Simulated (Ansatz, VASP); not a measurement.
## One calculation of Co, two programs

File INCAR:

```
SYSTEM = Co
ALGO = Normal
EDIFF = 1E-7
ENCUT = 520
GGA = PE
ISIF = 2
ISMEAR = -1
ISPIN = 2
LASPH = .TRUE.
LCHARG = .TRUE.
LELF = .TRUE.
LMAXMIX = 4
LORBIT = 11
LREAL = .FALSE.
LVHAR = .TRUE.
LWAVE = .FALSE.
MAGMOM = 1.69 1.69
NBANDS = 20
NELM = 150
PREC = Accurate
SIGMA = 0.05
```

File KPOINTS:

```
k-points
0
G
  9 9 5
  0 0 0
```

Contents of POSCAR:

```
Co
1.0
    2.4935221926      0.0000000000      0.0000000000
   -1.2467610963      2.1594535637      0.0000000000
    0.0000000000      0.0000000000      4.0277844638
Co
2
Direct
    0.3333333333      0.6666666667      0.2500000000
    0.6666666667      0.3333333333      0.7500000000
```

Input for Ansatz:

```yaml
crystal:
  lattice:
    - [2.4935221926, 0.0, 0.0]
    - [-1.2467610963, 2.1594535637, 0.0]
    - [0.0, 0.0, 4.0277844638]
  atoms:
    - { symbol: Co, position: [0.3333333333, 0.6666666667, 0.25], spin: 1.69 }
    - { symbol: Co, position: [0.6666666667, 0.3333333333, 0.75], spin: 1.69 }
hamiltonian:
  xc: pbe
  pseudopotentials:
    kind: paw
    azcp:
      Co: "pseudopotentials/Co.paw.azcp"
basis:
  ecutwfc: 420
  fft_grid_basis: typed
kpoints:
  mp_grid: { grid: [9, 9, 5], shift: [0, 0, 0] }
magnetization:
  spin_polarized: true
scf:
  occupations: { method: fermi_dirac, width: 0.05 }
  lower_state_search: "off"
output:
  stress: true
```

Alike in both runs: task single point; functional PBE; k mesh 9 × 9 × 5; occupations fermi-dirac, width 0.05 eV; collinear spin.

|  | VASP | Ansatz |
| --- | --- | --- |
| version | VASP 6.6.1 | Ansatz 0.2.0 |
| potentials or method | VASP PAW PBE potentials, release 64 (Co), cutoff 520 eV | plane waves (420 eV) with PAW, scalar-relativistic |
| valence electrons in the cell | 18 | 34 |

```tsv
	VASP	Ansatz	Ansatz less VASP
pressure (GPa)	-1.4	-0.8	+0.66
traceless stress, the component that is largest in VASP (GPa)	0.88	0.97	+0.091
net moment per atom (μB)	1.54	1.54	+0.005
size of the moment on the site where the two differ most (μB)	1.56	1.62	+0.062
```

Site moments also hang on the region over which each program counts them. With one functional, cell and mesh, what is left measures potentials, basis and numerics. VASP's potentials hold 18 valence electrons a cell and Ansatz's 34, so a difference there can come from the potentials and not from the codes.
